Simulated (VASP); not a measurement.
# Al2O3 (R-3c) in VASP: a series of runs, part 2 of 2

VASP 6.6.1. The steps go on from the part before.

### Step 5. Single point, PBEsol (c/a of the conventional cell at fixed volume 2.3627)

The input, INCAR:

```
SYSTEM = Al2O3
ALGO = Normal
EDIFF = 1E-6
ENCUT = 520
GGA = PS
ISIF = 2
ISMEAR = 0
LASPH = .TRUE.
LCHARG = .FALSE.
LREAL = .FALSE.
LWAVE = .FALSE.
NBANDS = 35
NELM = 60
PREC = Accurate
SIGMA = 0.05
```

The input, KPOINTS:

```
k-points
0
G
  6 6 6
  0 0 0
```

The input, POSCAR:

```
Al2O3
1.0
    2.5032663946      1.4452615268      3.9429783403
   -2.5032663946      1.4452615268      3.9429783403
    0.0000000000     -2.8905230535      3.9429783403
Al O
4 6
Direct
    0.8635618459      0.8635618459      0.8635618459
    0.6364381541      0.6364381541      0.6364381541
    0.1364381541      0.1364381541      0.1364381541
    0.3635618459      0.3635618459      0.3635618459
    0.0558571577      0.4441428423      0.7500000000
    0.7500000000      0.0558571577      0.4441428423
    0.4441428423      0.7500000000      0.0558571577
    0.9441428423      0.5558571577      0.2500000000
    0.2500000000      0.9441428423      0.5558571577
    0.5558571577      0.2500000000      0.9441428423
```

Potentials or basis: VASP PAW PBE potentials, release 64 (Al, O).

The run is started by

```console
$ cat potpaw_PBE.64/Al/POTCAR potpaw_PBE.64/O/POTCAR > POTCAR
$ mpirun -np 1 vasp_std > vasp.out
```

OUTCAR:

```text
SYSTEM = Al2O3
   EDIFF = 1E-6
   ENCUT = 520
   GGA = PS
   ISIF = 2
   ISMEAR = 0
   LASPH = .TRUE.
   LREAL = .FALSE.
   NELM = 60
   PREC = Accurate

 ion  position               nearest neighbor table
   1  0.864  0.864  0.864-   8 1.85   9 1.85  10 1.85   6 2.04   5 2.04   7 2.04   2 2.69   3 2.98
                             3 2.98   3 2.98   2 3.15   2 3.15   2 3.15   3 3.23
   2  0.636  0.636  0.636-   8 1.85  10 1.85   9 1.85   7 2.04   5 2.04   6 2.04   1 2.69   4 2.98
                             4 2.98   4 2.98   1 3.15   1 3.15   1 3.15   4 3.23
   3  0.136  0.136  0.136-   5 1.85   6 1.85   7 1.85   9 2.04   8 2.04  10 2.04   4 2.69   1 2.98
                             1 2.98   1 2.98   4 3.15   4 3.15   4 3.15   1 3.23
   4  0.364  0.364  0.364-   5 1.85   7 1.85   6 1.85  10 2.04   8 2.04   9 2.04   3 2.69   2 2.98
                             2 2.98   2 2.98   3 3.15   3 3.15   3 3.15   2 3.23
   5  0.056  0.444  0.750-   3 1.85   4 1.85   1 2.04   2 2.04
   6  0.750  0.056  0.444-   3 1.85   4 1.85   1 2.04   2 2.04
   7  0.444  0.750  0.056-   4 1.85   3 1.85   2 2.04   1 2.04
   8  0.944  0.556  0.250-   1 1.85   2 1.85   3 2.04   4 2.04
   9  0.250  0.944  0.556-   1 1.85   2 1.85   3 2.04   4 2.04
  10  0.556  0.250  0.944-   2 1.85   1 1.85   4 2.04   3 2.04

  LATTYP: Found a trigonal (rhomboedric) cell.
 ALAT       =     4.8889878007
 COS(alpha) =     0.4756681651

  Lattice vectors:

 A1 = (   2.5032663946,   1.4452615268,   3.9429783403)
 A2 = (  -2.5032663946,   1.4452615268,   3.9429783403)
 A3 = (   0.0000000000,  -2.8905230535,   3.9429783403)

Analysis of symmetry for initial positions (statically):
=====================================================================
 Subroutine PRICEL returns:
 Original cell was already a primitive cell.

 Routine SETGRP: Setting up the symmetry group for a
 trigonal (rhombohedral) supercell.

 Subroutine GETGRP returns: Found 12 space group operations
 (whereof  6 operations were pure point group operations)
 out of a pool of 12 trial point group operations.

The static configuration has the point symmetry S_6 .
 The point group associated with its full space group is D_3d.

Analysis of symmetry for dynamics (positions and initial velocities):
=====================================================================
 Subroutine PRICEL returns:
 Original cell was already a primitive cell.

 Routine SETGRP: Setting up the symmetry group for a
 trigonal (rhombohedral) supercell.

 Subroutine GETGRP returns: Found 12 space group operations
 (whereof  6 operations were pure point group operations)
 out of a pool of 12 trial point group operations.

The dynamic configuration has the point symmetry S_6 .
 The point group associated with its full space group is D_3d.

 Subroutine INISYM returns: Found 12 space group operations
 (whereof  6 operations are pure point group operations),
 and found     1 'primitive' translations

----------------------------------------------------------------------------------------

                                     Primitive cell

  volume of cell :      85.5912

[... 83 lines left out ...]
  0.500000  0.500000  0.166667      6.000000
 -0.333333  0.500000  0.166667     12.000000
 [... further k-points ...]
   k-points           NKPTS =     32   k-points in BZ     NKDIM =     32   number of bands    NBANDS=     35
   number of dos      NEDOS =    301   number of ions     NIONS =     10
   total plane-waves  NPLWV =  46656
   dimension x,y,z NGX =    36 NGY =   36 NGZ =   36
   dimension x,y,z NGXF=    72 NGYF=   72 NGZF=   72
   ions per type =               4   6
   NGX,Y,Z   is equivalent  to a cutoff of  12.24, 12.24, 12.24 a.u.
   NGXF,Y,Z  is equivalent  to a cutoff of  24.48, 24.48, 24.48 a.u.
 SYSTEM =  Al2O3
   PREC   = accura    normal or accurate (medium, high low for compatibility)
   ISTART =      0    job   : 0-new  1-cont  2-samecut
   ICHARG =      2    charge: 1-file 2-atom 10-const
   ISPIN  =      1    spin polarized calculation?
   LNONCOLLINEAR =      F non collinear calculations
   LSORBIT =      F    spin-orbit coupling
   LASPH  =      T    aspherical Exc in radial PAW
   ENCUT  =  520.0 eV  38.22 Ry    6.18 a.u.   9.09  9.09  9.09*2*pi/ulx,y,z
   NELM   =     60;   NELMIN=  2; NELMDL= -5     # of ELM steps
   EDIFF  = 0.1E-05   stopping-criterion for ELM
   LREAL  =      F    real-space projection
   EDIFFG = 0.1E-04   stopping-criterion for IOM
   NSW    =      0    number of steps for IOM
   IBRION =     -1    ionic relax: 0-MD 1-quasi-New 2-CG
   NFREE  =      0    steps in history (QN), initial steepest desc. (CG)
   ISIF   =      2    stress and relaxation
   ISYM   =      2    0-nonsym 1-usesym 2-fastsym
   POTIM  = 0.5000    time-step for ionic-motion
   TEBEG  =    0.0;   TEEND  =   0.0 temperature during run
   PSTRESS=    0.0 pullay stress
   NELECT =      48.0000    total number of electrons
   NUPDOWN=      -1.0000    fix difference up-down
   EMIN   =  10.00;   EMAX   =-10.00  energy-range for DOS
   EFERMI =   0.00;   METHOD = LEGACY
   ISMEAR =     0;   SIGMA  =   0.05  broadening in eV -4-tet -1-fermi 0-gaus
   EFERMI_NEDOS =   21; number of points for ismear=-14 and -15
   IALGO  =     38    algorithm
   IMIX   =      4    mixing-type and parameters
     AMIX     =   0.40;   BMIX     =  1.00
     AMIX_MAG =   1.60;   BMIX_MAG =  1.00
  volume/ion in A,a.u.               =       8.56        57.76
  Fermi-wavevector in a.u.,A,eV,Ry     =   1.350037  2.551199 24.797961  1.822599
  Thomas-Fermi vector in A             =   2.477574
   LORBIT       =      0    0 simple, 1 ext, 2 COOP (PROOUT), +10 PAW based schemes
   GGA     = PS    functional components
   LHFCALC =     F    Hartree Fock is set to
   AEXX    =    0.0000 exact exchange contribution
   IVDW    =     0    specifies the selected vdW correction
   LEPSILON=     F    determine dielectric tensor
   LRPA    =     F    only Hartree local field effects (RPA)
 non-spin polarized calculation
 Gauss-broadening in eV      SIGMA  =   0.05
  energy-cutoff  :      520.00
  volume of cell :       85.59
 maximum number of plane-waves:      2342
   NGX = 19   NGY = 19   NGZ = 19

 number of electron      47.9999970 magnetization

 Free energy of the ion-electron system (eV)
  ---------------------------------------------------
  ext. energy  EPLUGINS =         0.00000000
  ---------------------------------------------------
  free energy    TOTEN  =       -77.23791727 eV

  energy without entropy =      -77.23791727  energy(sigma->0) =      -77.23791727

 E-fermi :   7.2505     XC(G=0): -11.9605

 val. band max:        6.9925664669   @ k =   0.0000   0.0000   0.0000
 cond. band min:      11.1633091308   @ k =   0.0000   0.0000   0.0000
 fundamental gap:      4.1707426639
 Fermi energy:         7.2505135207

 k-point     1 :       0.0000    0.0000    0.0000
  band No.  band energies     occupation
      1     -12.9390      2.00000
      2     -10.4431      2.00000
      3     -10.4431      2.00000
      4     -10.0728      2.00000
      5     -10.0728      2.00000
      6      -9.9268      2.00000
[... 901 lines left out ...]
     34      18.9568      0.00000
     35      19.0887      0.00000

 [... further k-points ...]

------------------------ aborting loop because EDIFF is reached ----------------------------------------

  FORCE on cell =-STRESS in cart. coord.  units (eV):
  Direction    XX          YY          ZZ          XY          YZ          ZX
  --------------------------------------------------------------------------------------
  -------------------------------------------------------------------------------------
  Total       -7.4457305     -7.4457305     13.2059343      0.0000000      0.0000000      0.0000000
  in kB     -139.3762397   -139.3762397    247.2011936      0.0000000      0.0000000      0.0000000
  external PRESSURE =     -10.5170953 kB  Pullay stress =       0.0000000 kB

 VOLUME and BASIS-vectors are now :
 -----------------------------------------------------------------------------
  energy-cutoff  :      520.00
  volume of cell :       85.59
      direct lattice vectors                 reciprocal lattice vectors
     2.503266395  1.445261527  3.942978340     0.199739029  0.115319382  0.084538464
    -2.503266395  1.445261527  3.942978340    -0.199739029  0.115319382  0.084538464
     0.000000000 -2.890523053  3.942978340     0.000000000 -0.230638765  0.084538464

 POSITION                                       TOTAL-FORCE (eV/Angst)
 -----------------------------------------------------------------------------------
      0.00000      0.00000     10.21502        -0.000000     -0.000000     -1.323846
      0.00000      0.00000      7.52839        -0.000000      0.000000      1.323846
      0.00000      0.00000      1.61392        -0.000000      0.000000      1.323846
      0.00000      0.00000      4.30055        -0.000000     -0.000000     -1.323846
     -0.97198     -1.44526      4.92872        -0.322516      0.000000     -0.000000
      1.73762     -0.11913      4.92872         0.161258     -0.279307      0.000000
     -0.76564      1.56439      4.92872         0.161258      0.279307      0.000000
      0.97198      1.44526      6.90021         0.322516      0.000000      0.000000
     -1.73762      0.11913      6.90021        -0.161258      0.279307      0.000000
      0.76564     -1.56439      6.90021        -0.161258     -0.279307      0.000000
 -----------------------------------------------------------------------------------
    total drift:                               -0.000000      0.000000      0.000000

  FREE ENERGIE OF THE ION-ELECTRON SYSTEM (eV)
  ---------------------------------------------------
  free  energy   TOTEN  =       -77.2379172695 eV

  energy  without entropy=      -77.2379172695  energy(sigma->0) =      -77.23791727
```

Run time: 46 s. Hardware: 1 thread of AMD EPYC 9R45 (Zen 5), shared host; peak memory 0.2 GiB.

Results:

- Free energy: -77.2379 eV
- Pressure: -1.1 GPa
- Largest force: 1.324 eV/Å
- Band gap on the k mesh: 4.17 eV, direct

Forces in eV/Å, atoms in the order of the input:
```
Al   0.000  0.000 -1.324
Al   0.000  0.000  1.324
Al   0.000  0.000  1.324
Al   0.000  0.000 -1.324
O   -0.323  0.000  0.000
O    0.161 -0.279  0.000
O    0.161  0.279  0.000
O    0.323  0.000  0.000
O   -0.161  0.279  0.000
O   -0.161 -0.279  0.000
```

Caveat: the PAW data sets were made with another functional, which shifts forces and pressure a little.

### Step 6. Single point, PBEsol (c/a of the conventional cell at fixed volume 2.5445)

The input, INCAR:

```
SYSTEM = Al2O3
PREC = Accurate
ENCUT = 520
EDIFF = 1E-6
ISMEAR = 0
SIGMA = 0.05
LREAL = .FALSE.
LASPH = .TRUE.
NELM = 80
ALGO = Normal
ISIF = 2
LWAVE = .FALSE.
LCHARG = .FALSE.
GGA = PS
NBANDS = 35
```

The input, KPOINTS:

```
regular mesh
0
G
  6 6 6
  0 0 0
```

The input, POSCAR:

```
Al2O3
1.0
    2.4421693582      1.4099871363      4.1427332879
   -2.4421693582      1.4099871363      4.1427332879
    0.0000000000     -2.8199742727      4.1427332879
Al O
4 6
Direct
    0.8597195797      0.8597195797      0.8597195797
    0.6402804203      0.6402804203      0.6402804203
    0.1402804203      0.1402804203      0.1402804203
    0.3597195797      0.3597195797      0.3597195797
    0.0558571577      0.4441428423      0.7500000000
    0.7500000000      0.0558571577      0.4441428423
    0.4441428423      0.7500000000      0.0558571577
    0.9441428423      0.5558571577      0.2500000000
    0.2500000000      0.9441428423      0.5558571577
    0.5558571577      0.2500000000      0.9441428423
```

Potentials or basis: VASP PAW PBE potentials, release 64 (Al, O).

The run is started by

```console
$ cat potpaw_PBE.64/Al/POTCAR potpaw_PBE.64/O/POTCAR > POTCAR
$ mpirun -np 1 vasp_std > vasp.out
```

Run time: 58 s. Hardware: 1 thread of AMD EPYC 9R45 (Zen 5), shared host; peak memory 0.24 GiB.

The run converged. Its results:

```
Free energy            : -78.2167 eV
Pressure               : -0.1 GPa
Largest force          : 1.110 eV/Å
Band gap on the k mesh : 5.16 eV, direct
```

Forces in eV/Å, atoms in the order of the input:
```
Al   0.000  0.000 -1.110
Al   0.000  0.000  1.110
Al   0.000  0.000  1.110
Al   0.000  0.000 -1.110
O   -0.279  0.000  0.000
O    0.139 -0.242  0.000
O    0.139  0.242  0.000
O    0.279  0.000  0.000
O   -0.139  0.242  0.000
O   -0.139 -0.242  0.000
```

Stress tensor (GPa, compression positive):
```
-6.01  0.00  0.00
 0.00 -6.01  0.00
 0.00  0.00 11.83
```

Levels at points of the mesh, in eV from the valence-band top:
| k point | band 21 | band 22 | band 23 | band 24 | band 25 | band 26 | band 27 | band 28 |
| --- | --- | --- | --- | --- | --- | --- | --- | --- |
| (0.00, 0.00, 0.00) | -0.95 | -0.67 | -0.67 | 0.00 | 5.16 | 8.06 | 9.80 | 10.00 |
| (0.50, 0.00, 0.00) | -1.29 | -1.29 | -0.54 | -0.54 | 8.13 | 8.13 | 9.04 | 9.04 |
| (0.50, 0.50, 0.00) | -1.54 | -1.52 | -0.87 | -0.60 | 8.14 | 8.48 | 9.22 | 9.52 |
| (0.50, 0.50, 0.50) | -1.09 | -1.09 | -1.09 | -1.09 | 7.56 | 7.56 | 9.86 | 9.86 |

Caveat: the PAW data sets were made with another functional, which shifts forces and pressure a little. A k mesh can miss the band edges.

### Step 7. Summary

| cell | gap on the mesh (eV) | pressure (GPa) | largest force (eV/Å) |
| --- | --- | --- | --- |
| a = 5.406 Å, angles 50.1°, 10 atoms | 5.27 | 4.7 | 1.22 |
| a = 5.139 Å, angles 55.3°, 10 atoms | 6.14 | 0.5 | 0.94 |
| a = 5.543 Å, angles 47.8°, 10 atoms | 4.52 | 11.1 | 1.81 |
| a = 4.889 Å, angles 61.6°, 10 atoms | 4.17 | -1.1 | 1.32 |
| a = 5.011 Å, angles 58.3°, 10 atoms | 5.16 | -0.1 | 1.11 |

Alike in all rows: task single point; level PBEsol; potentials or basis VASP PAW PBE potentials, release 64 (Al, O); no spin polarisation; k mesh 6 × 6 × 6; cutoff (eV) 520; smearing gaussian 0.05 eV.

Caveats: the PAW data sets were made with another functional, which shifts forces and pressure a little.

Absolute energies hang on the potentials; compare differences alone.
